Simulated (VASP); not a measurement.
Write the native input for VASP 6.6.1 that does the following.

```
Task                    : single point
Functional              : PBEsol
Potentials or basis     : VASP PAW PBE potentials, release 64 (Gd, O)
Cutoff                  : 520 eV
k mesh                  : 9 × 9 × 9
Occupations             : fermi-dirac, width 0.05 eV
Spin                    : collinear spin, ferromagnetic start
Starting moments        : [7.0, 0.0] μB
Hubbard terms           : Gd f U = 3.0 eV
Dipole correction       : no
k mesh for the DOS      : 14 × 14 × 14
Occupations for the DOS : tetrahedron
Further INCAR settings  : ALGO = Normal; EDIFF = 1e-07
```

Crystal: GdO.

```
CELL_PARAMETERS angstrom
0.00000 2.70000 2.70000
2.70000 0.00000 2.70000
2.70000 2.70000 0.00000
ATOMIC_POSITIONS crystal
Gd 0.00000 0.00000 0.00000
O 0.75000 0.75000 0.75000
```

One way to write it, as run:

POSCAR

```
GdO
1.0
    0.0000000000      2.7000000000      2.7000000000
    2.7000000000      0.0000000000      2.7000000000
    2.7000000000      2.7000000000      0.0000000000
Gd O
1 1
Direct
    0.0000000000      0.0000000000      0.0000000000
    0.7500000000      0.7500000000      0.7500000000
```

INCAR.step1

```
  PREC = Accurate
  ENCUT = 520
  EDIFF = 1E-7
  ISMEAR = -1
  SIGMA = 0.05
  LREAL = False
  LASPH = True
  NELM = 150
  ALGO = Normal
  ISIF = 2
  LWAVE = False
  LCHARG = True
  ISPIN = 2
  MAGMOM = 7 0
  LMAXMIX = 6
  LDAU = True
  LDAUTYPE = 2
  LDAUL = 3 -1
  LDAUU = 3 0
  LDAUJ = 0 0
  LDAUPRINT = 1
  GGA = PS
  NBANDS = 23
```

KPOINTS.step1

```
regular mesh
0
Gamma
  9 9 9
```

INCAR.step2

```
  PREC = Accurate
  ENCUT = 520
  EDIFF = 1E-7
  ISMEAR = -5
  SIGMA = 0.05
  LREAL = False
  LASPH = True
  NELM = 150
  ALGO = Normal
  ISIF = 2
  LWAVE = False
  LCHARG = False
  ISPIN = 2
  MAGMOM = 7 0
  LORBIT = 10
  LMAXMIX = 6
  LDAU = True
  LDAUTYPE = 2
  LDAUL = 3 -1
  LDAUU = 3 0
  LDAUJ = 0 0
  LDAUPRINT = 1
  GGA = PS
  NEDOS = 2001
  ICHARG = 11
```

KPOINTS.step2

```
regular mesh
0
Gamma
  14 14 14
```

Potentials or basis: VASP PAW PBE potentials, release 64 (Gd, O).

Command:

```bash
$ cat potpaw_PBE.64/Gd/POTCAR potpaw_PBE.64/O/POTCAR > POTCAR
$ cp INCAR.step1 INCAR
$ cp KPOINTS.step1 KPOINTS
$ mpirun -np 1 vasp_std > vasp.out
$ cp INCAR.step2 INCAR
$ cp KPOINTS.step2 KPOINTS
$ mpirun -np 1 vasp_std > vasp.out
```

Results of the run:

```yaml
Net_moment: 7.85 μB per cell
Site_moments: Gd +7.05; O -0.00 μB
Valence_electrons_inside_the_program's_atomic_spheres: Gd 15.14; O 4.98
```

Caveat: a cell with one magnetic atom can't hold antiferromagnetic order, which such compounds often take.

Run time: 2.1 min on 1 thread of Intel(R) Xeon(R) Platinum 8559C (Emerald Rapids) (shared host), peak memory 0.28 GiB.
